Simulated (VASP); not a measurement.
The system is WSe2.

```
CELL_PARAMETERS angstrom
3.29000 0.00000 0.00000
-1.64500 2.84922 0.00000
0.00000 0.00000 12.97000
ATOMIC_POSITIONS crystal
W 0.33333 0.66667 0.25000
W 0.66667 0.33333 0.75000
Se 0.33333 0.66667 0.62100
Se 0.66667 0.33333 0.12100
Se 0.33333 0.66667 0.87900
Se 0.66667 0.33333 0.37900
```

* Program: VASP 6.6.1
* Task: relaxation of cell and atoms
* Functional: PBE
* Potentials or basis: VASP PAW PBE potentials, release 64 (W_sv, Se)
* Cutoff: 600 eV
* k mesh: 12 × 12 × 2
* Occupations: gaussian, width 0.02 eV
* Spin: no spin polarisation

At the start: pressure 4.0 GPa; volume 20.26 Å³/atom.

**Question.** Where does the relaxation end?

**Answer.** Over 61 steps the energy falls by 20.8 meV/atom and the volume is 23.89 Å³/atom (+17.9 %); space group P6_3/mmc (No. 194, to 0.1 Å) before and after.

Step by step:
```csv
step,energy change (eV),largest force (eV/Å),pressure (GPa),volume (Å³)
1,0.0000,0.2170,4.04,121.58
3,-0.0397,0.2805,0.17,124.68
5,-0.0607,0.0469,-0.17,127.62
7,-0.0886,0.0018,0.28,129.33
9,-0.1123,0.1456,-0.33,134.13
11,-0.1141,0.1018,-0.21,134.37
13,-0.1151,0.0382,-0.77,138.17
15,-0.1181,0.0106,-0.11,136.53
17,-0.1193,0.0289,0.12,136.67
19,-0.1208,0.0598,-0.08,137.55
21,-0.1213,0.0388,-0.06,137.77
23,-0.1214,0.0146,-0.11,138.74
25,-0.1219,0.0126,0.07,138.32
27,-0.1221,0.0272,0.19,138.43
29,-0.1228,0.0002,0.17,139.06
31,-0.1230,0.0201,0.15,139.56
33,-0.1234,0.0436,-0.07,140.26
35,-0.1235,0.0544,-0.17,140.60
37,-0.1240,0.0041,-0.03,141.31
39,-0.1242,0.0134,0.08,141.47
41,-0.1242,0.0208,0.16,141.60
43,-0.1242,0.0060,0.07,141.62
45,-0.1243,0.0156,-0.03,141.84
47,-0.1243,0.0116,-0.01,141.85
49,-0.1244,0.0154,-0.02,142.31
51,-0.1245,0.0124,0.01,142.99
53,-0.1243,0.0465,0.24,143.68
55,-0.1245,0.0102,0.09,143.25
57,-0.1245,0.0076,0.07,143.23
59,-0.1246,0.0063,-0.01,143.34
61,-0.1246,0.0031,-0.01,143.31
```

Final structure:
```
CELL_PARAMETERS angstrom
3.32236 0.00000 0.00000
-1.66118 2.87725 0.00000
0.00000 0.00000 14.99208
ATOMIC_POSITIONS crystal
W 0.33333 0.66667 0.25000
W 0.66667 0.33333 0.75000
Se 0.33333 0.66667 0.63792
Se 0.66667 0.33333 0.13792
Se 0.33333 0.66667 0.86208
Se 0.66667 0.33333 0.36208
```

Caveat: the volume moved by over 15 % at a fixed basis, so the end points are rough; this functional lacks dispersion, which binds the layers, so the pressure and a relaxed spacing across them are unreliable.
